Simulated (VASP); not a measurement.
A run of VASP 6.6.1 is set up as follows.

File INCAR:

```
PREC = Accurate
ENCUT = 520
EDIFF = 1E-7
ISMEAR = -1
SIGMA = 0.05
LREAL = F
LASPH = T
NELM = 80
ALGO = Normal
ISIF = 2
LWAVE = F
LCHARG = F
GGA = CA
NBANDS = 18
```

File KPOINTS:

```
regular mesh
0
Gamma
  11 11 11
```

POSCAR

```
CuAu
1.0
    1.4526137943      0.8386669652      4.2843581437
   -1.4526137943      0.8386669652      4.2843581437
    0.0000000000     -1.6773339303      4.2843581437
Au Cu
1 1
Direct
    0.0000000000      0.0000000000      0.0000000000
    0.5000000000      0.5000000000      0.5000000000
```

Potentials or basis: VASP PAW LDA potentials, release 64 (Au, Cu).

Run with:

```sh
$ cat potpaw_LDA.64/Au/POTCAR potpaw_LDA.64/Cu/POTCAR > POTCAR
$ mpirun -np 1 vasp_std > vasp.out
```

(1) Predict the band gap on the k mesh.

(2) Estimate the pressure.

Answers

(1) zero (band 11 reaches 9.59 eV, above the bottom of band 12 at 5.40 eV).

(2) -14.4 GPa.

Caveat: spin-orbit coupling is left out, which moves the levels of the heavy elements.
